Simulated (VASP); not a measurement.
# Mg2CdS3 (I4/mmm) in VASP: a series of runs

Mg2CdS3 is run at these levels: PBE; tasks: relaxation of cell and atoms, single point.

All numbers are computed with VASP 6.6.1; they aren't measurements. Logs are shortened: lines on timing, memory, paths and dates and some standing lists are left out, and cuts for length are marked.

## 1. The cell of the first run

Symmetry: I4/mmm, No. 139, tetragonal system. Conventional cell: a = 3.931 Å, b = 3.931 Å, c = 16.676 Å, α = 90.00°, β = 90.00°, γ = 90.00°. Within 3.7 Å of Mg (site symmetry 4mm) lie 6 S at 2.78 Å. Cd (site symmetry 4/mmm) has 6 S at 2.78 Å within 3.7 Å. Within 3.7 Å of S (site symmetry 4mm) lie 5 Mg at 2.78 Å and 1 Cd at 2.78 Å. S (site symmetry 4/mmm) has 4 Cd at 2.78 Å and 2 Mg at 2.78 Å within 3.7 Å.

## 2. Relaxation of cell and atoms, PBE

Contents of INCAR:

```
SYSTEM = Mg2CdS3
PREC = Accurate
ENCUT = 600
EDIFF = 1E-6
ISMEAR = 0
SIGMA = 0.1
LREAL = .False.
LASPH = .True.
NELM = 80
ALGO = Normal
ISIF = 3
LWAVE = .False.
LCHARG = .False.
GGA = PE
IBRION = 2
NSW = 90
EDIFFG = -0.04
```

Contents of KPOINTS:

```
regular mesh
0
Gamma
  6 6 6
  0 0 0
```

Contents of POSCAR:

```
Mg2CdS3
1.0
   -1.9652988200      1.9652988200      8.3380567300
    1.9652988200     -1.9652988200      8.3380567300
    1.9652988200      1.9652988200     -8.3380567300
Mg Cd S
2 1 3
Direct
    0.6666666700      0.6666666700      0.0000000000
    0.3333333300      0.3333333300      0.0000000000
    0.0000000000      0.0000000000      0.0000000000
    0.1666666700      0.1666666700      0.0000000000
    0.8333333300      0.8333333300      0.0000000000
    0.5000000000      0.5000000000      0.0000000000
```

Potentials or basis: VASP PAW PBE potentials, release 64 (Mg, Cd, S).

On the command line:

```
$ cat potpaw_PBE.64/Mg/POTCAR potpaw_PBE.64/Cd/POTCAR potpaw_PBE.64/S/POTCAR > POTCAR
$ mpirun -np 1 vasp_std > vasp.out
```

OUTCAR:

```text
SYSTEM = Mg2CdS3
   PREC = Accurate
   ENCUT = 600
   EDIFF = 1E-6
   ISMEAR = 0
   LREAL = .False.
   LASPH = .True.
   NELM = 80
   ISIF = 3
   GGA = PE
   IBRION = 2
   NSW = 90
   EDIFFG = -0.04

 ion  position               nearest neighbor table
   1  0.667  0.667  0.000-   5 2.78   4 2.78   4 2.78   4 2.78   4 2.78   6 2.78
   2  0.333  0.333  0.000-   4 2.78   5 2.78   5 2.78   5 2.78   5 2.78   6 2.78
   3  0.000  0.000  0.000-   6 2.78   6 2.78   6 2.78   6 2.78   5 2.78   4 2.78
   4  0.167  0.167  0.000-   2 2.78   1 2.78   1 2.78   1 2.78   1 2.78   3 2.78
   5  0.833  0.833  0.000-   1 2.78   2 2.78   2 2.78   2 2.78   2 2.78   3 2.78
   6  0.500  0.500  0.000-   3 2.78   3 2.78   3 2.78   3 2.78   2 2.78   1 2.78

  LATTYP: Found a body centered tetragonal cell.
 ALAT       =     3.9305976400
 C/A-ratio  =     4.2426406840

  Lattice vectors:

 A1 = (  -1.9652988200,   1.9652988200,   8.3380567300)
 A2 = (   1.9652988200,  -1.9652988200,   8.3380567300)
 A3 = (   1.9652988200,   1.9652988200,  -8.3380567300)

Analysis of symmetry for initial positions (statically):
=====================================================================
 Subroutine PRICEL returns:
 Original cell was already a primitive cell.

 Routine SETGRP: Setting up the symmetry group for a
 body centered tetragonal supercell.

 Subroutine GETGRP returns: Found 16 space group operations
 (whereof 16 operations were pure point group operations)
 out of a pool of 16 trial point group operations.

The static configuration has the point symmetry D_4h.

Analysis of symmetry for dynamics (positions and initial velocities):
=====================================================================
 Subroutine PRICEL returns:
 Original cell was already a primitive cell.

 Routine SETGRP: Setting up the symmetry group for a
 body centered tetragonal supercell.

 Subroutine GETGRP returns: Found 16 space group operations
 (whereof 16 operations were pure point group operations)
 out of a pool of 16 trial point group operations.

The dynamic configuration has the point symmetry D_4h.

 Subroutine INISYM returns: Found 16 space group operations
 (whereof 16 operations are pure point group operations),
 and found     1 'primitive' translations

----------------------------------------------------------------------------------------

                                     Primitive cell

  volume of cell :     128.8196

  direct lattice vectors                    reciprocal lattice vectors
    -1.965298820  1.965298820  8.338056730     0.000000000  0.254414237  0.059966011
     1.965298820 -1.965298820  8.338056730     0.254414237  0.000000000  0.059966011
     1.965298820  1.965298820 -8.338056730     0.254414237  0.254414237  0.000000000

  length of vectors
     8.789083509  8.789083509  8.789083509     0.261385781  0.261385781  0.359796065

  position of ions in fractional coordinates (direct lattice)
     0.666666670  0.666666670  0.000000000
     0.333333330  0.333333330  0.000000000
     0.000000000  0.000000000  0.000000000
     0.166666670  0.166666670  0.000000000
     0.833333330  0.833333330  0.000000000
     0.500000000  0.500000000  0.000000000

  ion indices of the primitive-cell ions
   primitive index   ion index
                 1           1
                 2           2
                 3           3
                 4           4
                 5           5
                 6           6

----------------------------------------------------------------------------------------

 KPOINTS: regular mesh

Automatic generation of k-mesh.
 Grid dimensions read from file:
 generate k-points for:    6    6    6

 Generating k-lattice:

  Cartesian coordinates                     Fractional coordinates (reciprocal lattice)
     0.000000000  0.042402373  0.009994335     0.166666667  0.000000000 -0.000000000
     0.042402373  0.000000000  0.009994335     0.000000000  0.166666667 -0.000000000
     0.042402373  0.042402373  0.000000000     0.000000000  0.000000000  0.166666667

  Length of vectors
     0.043564297  0.043564297  0.059966011

  Shift w.r.t. Gamma in fractional coordinates (k-lattice)
     0.000000000  0.000000000  0.000000000

 Subroutine IBZKPT returns following result:
 ===========================================

 Found     30 irreducible k-points:

 Following reciprocal coordinates:
            Coordinates               Weight
  0.000000  0.000000  0.000000      1.000000
  0.166667  0.000000 -0.000000      8.000000
  0.333333  0.000000  0.000000      8.000000
  0.500000  0.000000 -0.000000      4.000000
  0.166667  0.166667 -0.000000      8.000000
  0.333333  0.166667  0.000000     16.000000
[... 16 lines left out ...]
 -0.333333 -0.333333  0.166667      8.000000
 -0.166667 -0.333333  0.166667      8.000000
 [... further k-points ...]
   k-points           NKPTS =     30   k-points in BZ     NKDIM =     30   number of bands    NBANDS=     21
   number of dos      NEDOS =    301   number of ions     NIONS =      6
   total plane-waves  NPLWV = 343000
   dimension x,y,z NGX =    70 NGY =   70 NGZ =   70
   dimension x,y,z NGXF=   140 NGYF=  140 NGZF=  140
   ions per type =               2   1   3
   NGX,Y,Z   is equivalent  to a cutoff of  13.24, 13.24, 13.24 a.u.
   NGXF,Y,Z  is equivalent  to a cutoff of  26.48, 26.48, 26.48 a.u.
 SYSTEM =  Mg2CdS3
   PREC   = accura    normal or accurate (medium, high low for compatibility)
   ISTART =      0    job   : 0-new  1-cont  2-samecut
   ICHARG =      2    charge: 1-file 2-atom 10-const
   ISPIN  =      1    spin polarized calculation?
   LNONCOLLINEAR =      F non collinear calculations
   LSORBIT =      F    spin-orbit coupling
   LASPH  =      T    aspherical Exc in radial PAW
   ENCUT  =  600.0 eV  44.10 Ry    6.64 a.u.  17.55 17.55 17.55*2*pi/ulx,y,z
   NELM   =     80;   NELMIN=  2; NELMDL= -5     # of ELM steps
   EDIFF  = 0.1E-05   stopping-criterion for ELM
   LREAL  =      F    real-space projection
   EDIFFG = -.4E-01   stopping-criterion for IOM
   NSW    =     90    number of steps for IOM
   IBRION =      2    ionic relax: 0-MD 1-quasi-New 2-CG
   NFREE  =      1    steps in history (QN), initial steepest desc. (CG)
   ISIF   =      3    stress and relaxation
   ISYM   =      2    0-nonsym 1-usesym 2-fastsym
   POTIM  = 0.5000    time-step for ionic-motion
   TEBEG  =    0.0;   TEEND  =   0.0 temperature during run
   PSTRESS=    0.0 pullay stress
   NELECT =      34.0000    total number of electrons
   NUPDOWN=      -1.0000    fix difference up-down
   EMIN   =  10.00;   EMAX   =-10.00  energy-range for DOS
   EFERMI =   0.00;   METHOD = LEGACY
   ISMEAR =     0;   SIGMA  =   0.10  broadening in eV -4-tet -1-fermi 0-gaus
   EFERMI_NEDOS =   21; number of points for ismear=-14 and -15
   IALGO  =     38    algorithm
   IMIX   =      4    mixing-type and parameters
     AMIX     =   0.40;   BMIX     =  1.00
     AMIX_MAG =   1.60;   BMIX_MAG =  1.00
  volume/ion in A,a.u.               =      21.47       144.89
  Fermi-wavevector in a.u.,A,eV,Ry     =   1.050124  1.984446 15.003958  1.102760
  Thomas-Fermi vector in A             =   2.185114
   LORBIT       =      0    0 simple, 1 ext, 2 COOP (PROOUT), +10 PAW based schemes
   GGA     = PE    functional components
   LHFCALC =     F    Hartree Fock is set to
   AEXX    =    0.0000 exact exchange contribution
   IVDW    =     0    specifies the selected vdW correction
   LEPSILON=     F    determine dielectric tensor
   LRPA    =     F    only Hartree local field effects (RPA)
 conjugate gradient relaxation of ions
 non-spin polarized calculation
 Gauss-broadening in eV      SIGMA  =   0.10
  energy-cutoff  :      600.00
  volume of cell :      128.82
 maximum number of plane-waves:      4337
   NGX = 35   NGY = 35   NGZ = 35

--------------------------------------- Ionic step        1  -------------------------------------------

 number of electron      34.0000000 magnetization

 Free energy of the ion-electron system (eV)
  ---------------------------------------------------
  ext. energy  EPLUGINS =         0.00000000
  ---------------------------------------------------
  free energy    TOTEN  =       -22.35150532 eV

  energy without entropy =      -22.35150532  energy(sigma->0) =      -22.35150532

------------------------ aborting loop because EDIFF is reached ----------------------------------------

  FORCE on cell =-STRESS in cart. coord.  units (eV):
  Direction    XX          YY          ZZ          XY          YZ          ZX
  --------------------------------------------------------------------------------------
  -------------------------------------------------------------------------------------
  Total       -5.6140546     -5.6140546     -5.5157318      0.0000000     -0.0000000      0.0000000
  in kB      -69.8240751    -69.8240751    -68.6011977      0.0000000     -0.0000000      0.0000000
  external PRESSURE =     -69.4164493 kB  Pullay stress =       0.0000000 kB
[... 145 lines left out ...]
  energy  without entropy=      -22.7313946663  energy(sigma->0) =      -22.73139467

--------------------------------------- Ionic step        5  -------------------------------------------

 number of electron      33.9999998 magnetization

 Free energy of the ion-electron system (eV)
  ---------------------------------------------------
  ext. energy  EPLUGINS =         0.00000000
  ---------------------------------------------------
  free energy    TOTEN  =       -22.73765407 eV

  energy without entropy =      -22.73765407  energy(sigma->0) =      -22.73765407

 E-fermi :   3.9681     XC(G=0):  -9.8585

 val. band max:        3.5397946339   @ k =   0.5000   0.0000  -0.0000
 cond. band min:       4.7954728513   @ k =   0.5000   0.5000  -0.0000
 fundamental gap:      1.2556782173
 Fermi energy:         3.9681251163

 k-point     1 :       0.0000    0.0000    0.0000
  band No.  band energies     occupation
      1      -9.3763      2.00000
      2      -8.5903      2.00000
      3      -8.0929      2.00000
      4      -4.2865      2.00000
      5      -4.1182      2.00000
      6      -4.0373      2.00000
[... 550 lines left out ...]
      5      -4.2212      2.00000
      6      -4.0721      2.00000
[... 13 lines left out ...]
     20       8.1201      0.00000
     21       9.0668      0.00000

 [... further k-points ...]

------------------------ aborting loop because EDIFF is reached ----------------------------------------

  FORCE on cell =-STRESS in cart. coord.  units (eV):
  Direction    XX          YY          ZZ          XY          YZ          ZX
  --------------------------------------------------------------------------------------
  -------------------------------------------------------------------------------------
  Total        0.1108837      0.1108837      0.0223613      0.0000000      0.0000000      0.0000000
  in kB        1.5634452      1.5634452      0.3152913      0.0000000      0.0000000      0.0000000
  external PRESSURE =       1.1473939 kB  Pullay stress =       0.0000000 kB
[... 21 lines left out ...]
  FREE ENERGIE OF THE ION-ELECTRON SYSTEM (eV)
  ---------------------------------------------------
  free  energy   TOTEN  =       -22.7376540653 eV

  energy  without entropy=      -22.7376540652  energy(sigma->0) =      -22.73765407

 reached required accuracy - stopping structural energy minimisation
```

Wall time 17 min (1 thread of Intel Xeon Platinum 8488C (Sapphire Rapids), shared host); peak memory 0.79 GiB.

What came out:

```yaml
Free_energy: -22.7377 eV
Relaxed_volume: 18.94 Å³/atom
Relaxed_cell: a = 8.434 Å, b = 8.434 Å, c = 8.434 Å, α = 154.18°, β = 154.18°, γ = 36.83°
Space_group_after_relaxing_to_0.1_Å: I4/mmm (No. 139)
Energy_gained_by_relaxing: 64.4 meV/atom
Ionic_steps: 5
Pressure_after_relaxing: 0.1 GPa
Largest_force_after_relaxing: 0.034 eV/Å
Band_gap_on_the_k_mesh: 1.26 eV (least direct gap 2.11 eV)
```

Forces in eV/Å, atoms in the order of the input:
```
Mg   0.000  0.000  0.034
Mg   0.000  0.000 -0.034
Cd   0.000  0.000  0.000
S    0.000  0.000 -0.006
S    0.000  0.000  0.006
S    0.000  0.000  0.000
```

Stress tensor (GPa, compression positive):
```
0.16 0.00 0.00
0.00 0.16 0.00
0.00 0.00 0.03
```

The path:
```
step  energy change (eV)  largest force (eV/Å)  pressure (GPa)  volume (Å³)
   1              0.0000                0.3234           -6.94       128.82
   2             -0.3634                0.3911            1.17       112.24
   3             -0.3684                0.3847            0.15       113.75
   4             -0.3799                0.2285            0.12       113.70
   5             -0.3861                0.0343            0.11       113.63
```

Final structure:
```
Mg Cd S
1.0
    -1.88411    1.88411    8.00247
     1.88411   -1.88411    8.00247
     1.88411    1.88411   -8.00247
Mg Cd S
2 1 3
Cartesian
  0.0000 0.0000 10.6744
  0.0000 0.0000 5.3306
  0.0000 0.0000 0.0000
  0.0000 0.0000 2.7270
  1.8841 1.8841 5.2754
  0.0000 0.0000 8.0025
```

Levels at points of the mesh, in eV from the valence-band top:
```csv
k point,band 13,band 14,band 15,band 16,band 17,band 18,band 19,band 20,band 21
"(0.00, 0.00, 0.00)",-1.63,-1.63,-0.54,-0.50,-0.50,1.63,2.96,3.26,4.68
"(0.50, 0.00, 0.00)",-1.87,-0.96,-0.88,-0.55,0.00,3.84,4.80,5.01,5.59
"(0.50, 0.50, 0.00)",-2.66,-2.59,-2.54,-2.07,-2.05,1.26,3.31,3.79,4.74
"(0.50, 0.50, 0.50)",-1.90,-1.17,-1.17,-0.75,-0.75,1.36,4.05,4.40,4.54
```

A k mesh can miss the band edges.

## 3. Single point, PBE

This run uses another cell than the first one, of 18.97 Å³/atom.

Contents of INCAR:

```
ALGO     = Normal         # electronic algorithm
EDIFF    = 1E-6           # SCF threshold, eV
ENCUT    = 520            # plane-wave cutoff, eV
GGA      = PE             # functional
ISIF     = 2              # what is computed and relaxed
ISMEAR   = 0              # smearing method
LASPH    = T              # aspherical terms in the spheres
LCHARG   = T              # write CHGCAR
LELF     = T              # ELF
LREAL    = F              # projectors in reciprocal space
LVHAR    = T            
LWAVE    = F              # write WAVECAR
NBANDS   = 26             # bands
NELM     = 100            # most SCF steps
PREC     = Accurate       # precision mode
SIGMA    = 0.02           # smearing width, eV
```

Contents of KPOINTS:

```
k-points
0
Gamma
  10 10 10
```

Contents of POSCAR:

```
Mg2CdS3
1.0
   -1.8850843496      1.8850843496      8.0083462404
    1.8850843496     -1.8850843496      8.0083462404
    1.8850843496      1.8850843496     -8.0083462404
Mg Cd S
2 1 3
Direct
    0.6674025252      0.6674025252      0.0000000000
    0.3325974748      0.3325974748      0.0000000000
    0.0000000000      0.0000000000      0.0000000000
    0.1701770119      0.1701770119      0.0000000000
    0.8298229881      0.8298229881      0.0000000000
    0.5000000000      0.5000000000      0.0000000000
```

Potentials or basis: VASP PAW PBE potentials, release 64 (Mg, Cd, S).

On the command line:

```
$ cat potpaw_PBE.64/Mg/POTCAR potpaw_PBE.64/Cd/POTCAR potpaw_PBE.64/S/POTCAR > POTCAR
$ mpirun -np 1 vasp_std > vasp.out
```

OUTCAR:

```text
EDIFF = 1E-6
   ENCUT = 520
   GGA = PE
   ISIF = 2
   ISMEAR = 0
   LASPH = T
   LREAL = F
   NELM = 100
   PREC = Accurate

 ion  position               nearest neighbor table
   1  0.667  0.667  0.000-   5 2.60   4 2.67   4 2.67   4 2.67   4 2.67   6 2.68
   2  0.333  0.333  0.000-   4 2.60   5 2.67   5 2.67   5 2.67   5 2.67   6 2.68
   3  0.000  0.000  0.000-   6 2.67   6 2.67   6 2.67   6 2.67   5 2.73   4 2.73
   4  0.170  0.170  0.000-   2 2.60   1 2.67   1 2.67   1 2.67   1 2.67   3 2.73
   5  0.830  0.830  0.000-   1 2.60   2 2.67   2 2.67   2 2.67   2 2.67   3 2.73
   6  0.500  0.500  0.000-   3 2.67   3 2.67   3 2.67   3 2.67   2 2.68   1 2.68

  LATTYP: Found a body centered tetragonal cell.
 ALAT       =     3.7701686992
 C/A-ratio  =     4.2482694433

  Lattice vectors:

 A1 = (  -1.8850843496,   1.8850843496,   8.0083462404)
 A2 = (   1.8850843496,  -1.8850843496,   8.0083462404)
 A3 = (   1.8850843496,   1.8850843496,  -8.0083462404)

Analysis of symmetry for initial positions (statically):
=====================================================================
 Subroutine PRICEL returns:
[... 183 lines left out ...]
 fundamental gap:      1.2459271256
 Fermi energy:         3.6840053487

 k-point     1 :       0.0000    0.0000    0.0000
  band No.  band energies     occupation
      1      -9.3773      2.00000
      2      -8.5957      2.00000
      3      -8.1159      2.00000
      4      -4.2861      2.00000
      5      -4.1187      2.00000
      6      -4.0430      2.00000
[... 685 lines left out ...]
     25      11.2086      0.00000
     26      11.9313      0.00000

 [... further k-points ...]

------------------------ aborting loop because EDIFF is reached ----------------------------------------

  FORCE on cell =-STRESS in cart. coord.  units (eV):
  Direction    XX          YY          ZZ          XY          YZ          ZX
  --------------------------------------------------------------------------------------
  -------------------------------------------------------------------------------------
  Total       -0.0067009     -0.0067009     -0.0363761      0.0000000      0.0000000      0.0000000
  in kB       -0.0943152     -0.0943152     -0.5119911      0.0000000      0.0000000      0.0000000
  external PRESSURE =      -0.2335405 kB  Pullay stress =       0.0000000 kB

 VOLUME and BASIS-vectors are now :
 -----------------------------------------------------------------------------
  energy-cutoff  :      520.00
  volume of cell :      113.83
      direct lattice vectors                 reciprocal lattice vectors
    -1.885084350  1.885084350  8.008346240     0.000000000  0.265240120  0.062434863
     1.885084350 -1.885084350  8.008346240     0.265240120  0.000000000  0.062434863
     1.885084350  1.885084350 -8.008346240     0.265240120  0.265240120  0.000000000

 POSITION                                       TOTAL-FORCE (eV/Angst)
 -----------------------------------------------------------------------------------
      0.00000      0.00000     10.68958         0.000000      0.000000      0.004088
      0.00000      0.00000      5.32711         0.000000      0.000000     -0.004088
      0.00000      0.00000      0.00000         0.000000      0.000000     -0.000000
      0.00000      0.00000      2.72567         0.000000      0.000000      0.023830
      0.00000      0.00000     13.29102        -0.000000     -0.000000     -0.023830
      0.00000      0.00000      8.00835         0.000000      0.000000     -0.000000
 -----------------------------------------------------------------------------------
    total drift:                                0.000000     -0.000000      0.000000

  FREE ENERGIE OF THE ION-ELECTRON SYSTEM (eV)
  ---------------------------------------------------
  free  energy   TOTEN  =       -22.7393109014 eV

  energy  without entropy=      -22.7393109014  energy(sigma->0) =      -22.73931090
```

stdout:

```text
POSCAR found type information on POSCAR MgCdS
 POSCAR found :  3 types and       6 ions
 scaLAPACK will be used
 LDA part: xc-table for (Slater+PW92), standard interpolation
 POSCAR, INCAR and KPOINTS ok, starting setup
 FFT: planning ... GRIDC
 FFT: planning ... GRID_SOFT
 FFT: planning ... GRID
 WAVECAR not read
 entering main loop
```

Wall time 13 min (1 thread of Intel Xeon Platinum 8488C (Sapphire Rapids), shared host); peak memory 0.73 GiB.

Results:

| Quantity | Value |
| --- | --- |
| Free energy | -22.7393 eV |
| Pressure | 0.0 GPa |
| Largest force | 0.024 eV/Å |
| Band gap on the k mesh | 1.25 eV (least direct gap 2.12 eV) |

Forces in eV/Å, atoms in the order of the input:
```
Mg   0.000  0.000  0.004
Mg   0.000  0.000 -0.004
Cd   0.000  0.000  0.000
S    0.000  0.000  0.024
S    0.000  0.000 -0.024
S    0.000  0.000  0.000
```

A k mesh can miss the band edges.
